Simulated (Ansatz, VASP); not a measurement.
## Al5Cu: VASP beside Ansatz

```
Al Cu
1.0
     4.86260    0.00000    0.00000
    -2.43130    4.21114    0.00000
     0.00000    0.00000    4.43803
Al Cu
5 1
Direct
  0.66667 0.33333 0.00000
  0.33333 0.66667 0.00000
  0.33333 0.00000 0.50000
  0.00000 0.33333 0.50000
  0.66667 0.66667 0.50000
  0.00000 0.00000 0.00000
```

Alike in both runs: task single point; functional PBE; k mesh 6 × 6 × 4; occupations gaussian, width 0.1 eV; no spin polarisation.

|  | VASP | Ansatz |
| --- | --- | --- |
| version | VASP 6.6.1 | Ansatz 0.2.0 |
| potentials or method | VASP PAW PBE potentials, release 64 (Al, Cu), cutoff 520 eV | scalar-relativistic, plane waves, PAW |
| valence electrons in the cell | 26 | 34 |

```tsv
	VASP	Ansatz	Ansatz less VASP
gap on the k mesh at the Fermi level (eV)	none	none	-
pressure (GPa)	3.3	3.3	-0.05
traceless stress, the component that is largest in VASP (GPa)	-0.47	-0.48	-0.011
rms of the force components (eV/Å)	0.171	0.174	+0.0029
```

Atom by atom the forces differ by 0.003 eV/Å (rms over components). A gap of «none» marks a metal or a gap that the smearing closes. The functional is the same, so the differences come from potentials, cutoffs and numerics. VASP's potentials hold 26 valence electrons a cell and Ansatz's 34, so a difference there can come from the potentials and not from the codes.
